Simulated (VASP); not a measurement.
# Ti (P6/mmm) in VASP: further runs, part 2 of 2

VASP 6.6.1. The steps go on from the part before.

## Step 3: Single point, PBEsol

This run uses another cell than the first one, of 17.06 Å³/atom, 1.049 times its volume.

The input, INCAR:

```
SYSTEM = Ti
PREC = Accurate
ENCUT = 520
EDIFF = 1E-6
ISMEAR = 0
SIGMA = 0.15
LREAL = .False.
LASPH = .True.
NELM = 60
ALGO = Fast
ISIF = 2
LWAVE = .False.
LCHARG = .False.
GGA = PS
NBANDS = 25
```

The input, KPOINTS:

```
Automatic mesh
0
Gamma
  12 12 14
  0 0 0
```

The input, POSCAR:

```
Ti
1.0
    4.5962000000      0.0000000000      0.0000000000
   -2.2981000000      3.9804259609      0.0000000000
    0.0000000000      0.0000000000      2.7983103216
Ti
3
Direct
    0.0000000000      0.0000000000      0.0000000000
    0.3333333333      0.6666666667      0.5000000000
    0.6666666667      0.3333333333      0.5000000000
```

Potentials or basis: VASP PAW PBE potentials, release 64 (Ti_sv).

Run with:

```
$ cat potpaw_PBE.64/Ti_sv/POTCAR > POTCAR
$ mpirun -np 1 vasp_std > vasp.out
```

OUTCAR:

```text
SYSTEM = Ti
   PREC = Accurate
   ENCUT = 520
   EDIFF = 1E-6
   ISMEAR = 0
   LREAL = .False.
   LASPH = .True.
   NELM = 60
   ISIF = 2
   GGA = PS

 ion  position               nearest neighbor table
   1  0.000  0.000  0.000-
   2  0.333  0.667  0.500-   3 2.65   3 2.65   3 2.65
   3  0.667  0.333  0.500-   2 2.65   2 2.65   2 2.65

  LATTYP: Found a hexagonal cell.
 ALAT       =     4.5962000000
 C/A-ratio  =     0.6088312784

  Lattice vectors:

 A1 = (   4.5962000000,   0.0000000000,   0.0000000000)
[... 195 lines left out ...]
      6     -24.6680      2.00000
[... 661 lines left out ...]
     24      10.3291      0.00000
     25      11.2736      0.00000

 [... further k-points ...]
[... 5 lines left out ...]
  --------------------------------------------------------------------------------------
  -------------------------------------------------------------------------------------
  Total       -1.6623922     -1.6623922     -0.6434127      0.0000000      0.0000000     -0.0000000
  in kB      -52.0259147    -52.0259147    -20.1361242      0.0000000      0.0000000     -0.0000000
  external PRESSURE =     -41.3959845 kB  Pullay stress =       0.0000000 kB

 VOLUME and BASIS-vectors are now :
 -----------------------------------------------------------------------------
  energy-cutoff  :      520.00
  volume of cell :       51.19
      direct lattice vectors                 reciprocal lattice vectors
     4.596200000  0.000000000  0.000000000     0.217571037  0.125614697  0.000000000
    -2.298100000  3.980425961  0.000000000     0.000000000  0.251229393  0.000000000
     0.000000000  0.000000000  2.798310322     0.000000000  0.000000000  0.357358507

 POSITION                                       TOTAL-FORCE (eV/Angst)
 -----------------------------------------------------------------------------------
      0.00000      0.00000      0.00000         0.000000      0.000000      0.000000
     -0.00000      2.65362      1.39916        -0.000000      0.000000     -0.000000
      2.29810      1.32681      1.39916        -0.000000      0.000000      0.000000
 -----------------------------------------------------------------------------------
    total drift:                                0.000000      0.000000     -0.000000

  FREE ENERGIE OF THE ION-ELECTRON SYSTEM (eV)
  ---------------------------------------------------
  free  energy   TOTEN  =       -25.0433508957 eV

  energy  without entropy=      -25.0116491545  energy(sigma->0) =      -25.02750003
```

OSZICAR:

```text
N       E                     dE             d eps       ncg     rms          rms(c)
DAV:   1     0.429602470947E+03    0.42960E+03   -0.18616E+04  7608   0.179E+03
DAV:   2     0.200617542552E+02   -0.40954E+03   -0.40283E+03  7663   0.518E+02
DAV:   3    -0.250679311765E+02   -0.45130E+02   -0.44136E+02 14160   0.148E+02
[... 39 lines left out ...]
RMM:  43    -0.250433497069E+02   -0.57764E-06   -0.14021E-05  5917   0.135E-02    0.151E-03
RMM:  44    -0.250433501645E+02   -0.45753E-06   -0.12514E-05  5530   0.128E-02    0.184E-03
RMM:  45    -0.250433505075E+02   -0.34308E-06   -0.11322E-05  5495   0.124E-02    0.214E-03
RMM:  46    -0.250433507423E+02   -0.23472E-06   -0.10105E-05  5267   0.119E-02    0.244E-03
RMM:  47    -0.250433508957E+02   -0.15348E-06   -0.92567E-06  5130   0.115E-02
   1 F= -.25043351E+02 E0= -.25027500E+02  d E =-.317017E-01
```

Run time: 4.2 min. Hardware: 1 thread of Intel Xeon 6975P-C (Granite Rapids), shared host; peak memory 0.28 GiB.

Results:

```
Free energy            : -25.0434 eV
Pressure               : -4.1 GPa
Band gap on the k mesh : zero (band 18 reaches 8.43 eV, above the bottom of band 19 at 8.15 eV)
```

Caveat: the PAW data sets were made with another functional, which shifts forces and pressure a little.

## Step 4: Single point, PBEsol

This run uses another cell than the first one, of 17.12 Å³/atom, 1.052 times its volume.

The input, INCAR:

```
SYSTEM = Ti
PREC = Accurate
ENCUT = 520
EDIFF = 1E-6
ISMEAR = 0
SIGMA = 0.15
LREAL = .FALSE.
LASPH = .TRUE.
NELM = 60
ALGO = Fast
ISIF = 2
LWAVE = .FALSE.
LCHARG = .TRUE.
GGA = PS
LELF = .TRUE.
LVHAR = .TRUE.
NBANDS = 25
```

The input, KPOINTS:

```
Automatic mesh
0
G
  12 12 14
  0 0 0
```

The input, POSCAR:

```
Ti
1.0
    4.6504000000      0.0000000000      0.0000000000
   -2.3252000000      4.0273645378      0.0000000000
    0.0000000000      0.0000000000      2.7423000000
Ti
3
Direct
    0.0000000000      0.0000000000      0.0000000000
    0.3333333333      0.6666666667      0.5000000000
    0.6666666667      0.3333333333      0.5000000000
```

Run with:

```
$ cat potpaw_PBE.64/Ti_sv/POTCAR > POTCAR
$ mpirun -np 1 vasp_std > vasp.out
```

Run time: 4.1 min. Hardware: 1 thread of Intel Xeon 6975P-C (Granite Rapids), shared host; peak memory 0.27 GiB.

Results (log left out):

```yaml
Free_energy: -24.9969 eV
Pressure: -4.2 GPa
Band_gap_on_the_k_mesh: zero (band 18 reaches 8.25 eV, above the bottom of band 19 at 7.94 eV)
```

Stress tensor (GPa, compression positive):
```
-7.24  0.00  0.00
 0.00 -7.24  0.00
 0.00  0.00  1.90
```

Levels at points of the mesh, in eV from the Fermi level:
```csv
k point,band 14,band 15,band 16,band 17,band 18,band 19,band 20,band 21,band 22,band 23
"(0.00, 0.00, 0.00)",-1.85,-0.71,-0.71,-0.61,-0.61,-0.23,0.47,1.31,1.31,2.17
"(0.50, 0.00, 0.00)",-3.58,-2.57,-0.46,-0.39,-0.34,0.03,0.36,0.97,1.49,2.28
"(0.00, 0.00, 0.50)",-2.01,-1.91,-1.53,-1.53,-1.40,0.94,0.94,1.38,1.38,2.96
"(0.50, 0.00, 0.50)",-2.00,-1.68,-1.09,-0.57,-0.34,0.39,0.97,1.13,1.15,2.28
```

Caveat: the PAW data sets were made with another functional, which shifts forces and pressure a little.

## Step 5: Single point, PBEsol

This run uses another cell than the first one, of 17.09 Å³/atom, 1.051 times its volume.

INCAR, as its differences from that of step 4:

```diff
@@ -12,6 +12,4 @@
 LWAVE = .FALSE.
-LCHARG = .TRUE.
+LCHARG = .FALSE.
 GGA = PS
-LELF = .TRUE.
-LVHAR = .TRUE.
 NBANDS = 25
```

The input, KPOINTS:

```
regular mesh
0
G
  12 12 14
  0 0 0
```

The input, POSCAR:

```
Ti
1.0
    4.6233000000      0.0000000000      0.0000000000
   -2.3116500000      4.0038952493      0.0000000000
    0.0000000000      0.0000000000      2.7703000000
Ti
3
Direct
    0.0000000000      0.0000000000      0.0000000000
    0.3333333333      0.6666666667      0.5000000000
    0.6666666667      0.3333333333      0.5000000000
```

Run with:

```
$ cat potpaw_PBE.64/Ti_sv/POTCAR > POTCAR
$ mpirun -np 1 vasp_std > vasp.out
```

Run time: 5 min. Hardware: 1 thread of Intel Xeon 6975P-C (Granite Rapids), shared host; peak memory 0.28 GiB.

The run converged. Its results:

```
Free energy            : -25.0252 eV
Pressure               : -4.9 GPa
Band gap on the k mesh : zero (band 18 reaches 8.34 eV, above the bottom of band 19 at 8.05 eV)
```

Stress tensor (GPa, compression positive):
```
-6.93  0.00  0.00
 0.00 -6.93  0.00
 0.00  0.00 -0.76
```

Levels at points of the mesh, in eV from the Fermi level:
| k point | band 15 | band 16 | band 17 | band 18 | band 19 | band 20 | band 21 | band 22 |
| --- | --- | --- | --- | --- | --- | --- | --- | --- |
| (0.00, 0.00, 0.00) | -0.71 | -0.71 | -0.61 | -0.61 | -0.16 | 0.54 | 1.30 | 1.30 |
| (0.50, 0.00, 0.00) | -2.59 | -0.44 | -0.38 | -0.37 | 0.04 | 0.42 | 1.02 | 1.34 |
| (0.00, 0.00, 0.50) | -2.02 | -1.56 | -1.56 | -1.51 | 0.98 | 0.98 | 1.34 | 1.34 |
| (0.50, 0.00, 0.50) | -1.69 | -1.12 | -0.60 | -0.44 | 0.38 | 0.92 | 1.06 | 1.12 |

Caveat: the PAW data sets were made with another functional, which shifts forces and pressure a little.

## Step 6: Single point, PBEsol

This run uses another cell than the first one, of 17.23 Å³/atom, 1.059 times its volume.

The input, INCAR:

```
PREC = Accurate
ENCUT = 520
EDIFF = 1E-6
ISMEAR = 0
SIGMA = 0.15
LREAL = False
LASPH = True
NELM = 60
ALGO = Fast
ISIF = 2
LWAVE = False
LCHARG = True
GGA = PS
LELF = True
LVHAR = True
NBANDS = 25
```

The input, KPOINTS:

```
regular mesh
0
Gamma
  12 12 14
```

The input, POSCAR:

```
Ti
1.0
    4.4607000000      0.0000000000      0.0000000000
   -2.2303500000      3.8630795187      0.0000000000
    0.0000000000      0.0000000000      2.9998000000
Ti
3
Direct
    0.0000000000      0.0000000000      0.0000000000
    0.3333333333      0.6666666667      0.5000000000
    0.6666666667      0.3333333333      0.5000000000
```

Potentials or basis: VASP PAW PBE potentials, release 64 (Ti_sv).

Run with:

```
$ cat potpaw_PBE.64/Ti_sv/POTCAR > POTCAR
$ mpirun -np 1 vasp_std > vasp.out
```

Wall time 4.4 min (1 thread of Intel Xeon 6975P-C (Granite Rapids), shared host); peak memory 0.28 GiB.

It converged, with:

| Item | Value |
| --- | --- |
| Free energy | -24.9115 eV |
| Pressure | -5.2 GPa |
| Band gap on the k mesh | zero (band 18 reaches 8.59 eV, above the bottom of band 19 at 8.05 eV) |

Stress tensor (GPa, compression positive):
```
 -0.74   0.00   0.00
  0.00  -0.74   0.00
  0.00   0.00 -14.06
```

Levels at points of the mesh, in eV from the Fermi level:
```tsv
k point	band 15	band 16	band 17	band 18	band 19	band 20	band 21	band 22
(0.00, 0.00, 0.00)	-0.62	-0.62	-0.50	-0.50	0.40	1.08	1.32	1.32
(0.50, 0.00, 0.00)	-2.61	-0.45	-0.23	-0.22	0.21	0.38	0.87	1.40
(0.00, 0.00, 0.50)	-2.08	-2.08	-1.64	-1.64	1.12	1.12	1.31	1.31
(0.50, 0.00, 0.50)	-1.60	-1.18	-1.01	-0.79	0.39	0.66	0.71	0.95
```

Caveat: the PAW data sets were made with another functional, which shifts forces and pressure a little.

## Step 7: Summary

```tsv
cell	gap on the mesh (eV)	pressure (GPa)
a = 4.488, b = 4.488, c = 2.798 Å, angles 90.0, 90.0, 120.0°, 3 atoms	none	1.1
a = 4.596, b = 4.596, c = 2.798 Å, angles 90.0, 90.0, 120.0°, 3 atoms	none	-4.1
a = 4.650, b = 4.650, c = 2.742 Å, angles 90.0, 90.0, 120.0°, 3 atoms	none	-4.2
a = 4.623, b = 4.623, c = 2.770 Å, angles 90.0, 90.0, 120.0°, 3 atoms	none	-4.9
a = 4.461, b = 4.461, c = 3.000 Å, angles 90.0, 90.0, 120.0°, 3 atoms	none	-5.2
```

Alike in all rows: task single point; level PBEsol; potentials or basis VASP PAW PBE potentials, release 64 (Ti_sv); no spin polarisation; k mesh 12 × 12 × 14; cutoff (eV) 520; smearing gaussian 0.15 eV.

Caveats: the PAW data sets were made with another functional, which shifts forces and pressure a little.

Total energies depend on the potentials used, so only differences within one code and one set of settings carry meaning.
